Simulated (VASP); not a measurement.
Wanted: the native input for a VASP 6.6.1 run.

| Quantity | Value |
| --- | --- |
| Task | density of states |
| Functional | PBE |
| Potentials or basis | VASP PAW PBE potentials, release 64 (B, As) |
| Cutoff | 520 eV |
| k mesh | 9 × 9 × 9 |
| Occupations | fermi-dirac, width 0.0741 eV |
| Spin | no spin polarisation |
| Dipole correction | no |
| k mesh for the DOS | 14 × 14 × 14 |
| Occupations for the DOS | tetrahedron |
| Further INCAR settings | ALGO = Normal; EDIFF = 1e-06; NBANDS = 11 |

The system is BAs.

```
B As
1.0
     0.00000    2.40349    2.40349
     2.40349    0.00000    2.40349
     2.40349    2.40349    0.00000
B As
1 1
Direct
  0.00000 0.00000 0.00000
  0.25000 0.25000 0.25000
```

The input as run:

POSCAR

```
BAs
1.0
    0.0000000000      2.4034868500      2.4034868500
    2.4034868500      0.0000000000      2.4034868500
    2.4034868500      2.4034868500      0.0000000000
B As
1 1
Direct
    0.0000000000      0.0000000000      0.0000000000
    0.2500000000      0.2500000000      0.2500000000
```

INCAR.step1

```
ALGO     = Normal         # electronic algorithm
EDIFF    = 1E-6           # SCF threshold, eV
ENCUT    = 520            # plane-wave cutoff, eV
GGA      = PE             # functional
ISIF     = 2              # what is computed and relaxed
ISMEAR   = -1             # smearing method
LASPH    = T              # aspherical terms in the spheres
LCHARG   = T              # write CHGCAR
LREAL    = F              # projectors in reciprocal space
LWAVE    = F              # write WAVECAR
NBANDS   = 11             # bands
NELM     = 60             # most SCF steps
PREC     = Accurate       # precision mode
SIGMA    = 0.0741         # smearing width, eV
```

KPOINTS.step1

```
k-points
0
Gamma
  9 9 9
```

INCAR.step2

```
ALGO     = Normal         # electronic algorithm
EDIFF    = 1E-6           # SCF threshold, eV
ENCUT    = 520            # plane-wave cutoff, eV
GGA      = PE             # functional
ICHARG   = 11             # starting density
ISIF     = 2              # what is computed and relaxed
ISMEAR   = -5             # smearing method
LASPH    = T              # aspherical terms in the spheres
LCHARG   = F              # write CHGCAR
LORBIT   = 10             # projections on sites
LREAL    = F              # projectors in reciprocal space
LWAVE    = F              # write WAVECAR
NBANDS   = 11             # bands
NEDOS    = 2001           # points of the DOS
NELM     = 60             # most SCF steps
PREC     = Accurate       # precision mode
SIGMA    = 0.0741         # smearing width, eV
```

KPOINTS.step2

```
k-points
0
Gamma
  14 14 14
```

Potentials or basis: VASP PAW PBE potentials, release 64 (B, As).

The run is started by

```bash
$ cat potpaw_PBE.64/B/POTCAR potpaw_PBE.64/As/POTCAR > POTCAR
$ cp INCAR.step1 INCAR
$ cp KPOINTS.step1 KPOINTS
$ mpirun -np 1 vasp_std > vasp.out
$ cp INCAR.step2 INCAR
$ cp KPOINTS.step2 KPOINTS
$ mpirun -np 1 vasp_std > vasp.out
```

It gave:

The valence electrons inside the program's atomic spheres are B 1.82; As 2.90.

Run time: 36 s on 1 thread of AMD EPYC 7R13 Processor (Zen 3), with other jobs on the host, peak memory 0.14 GiB.
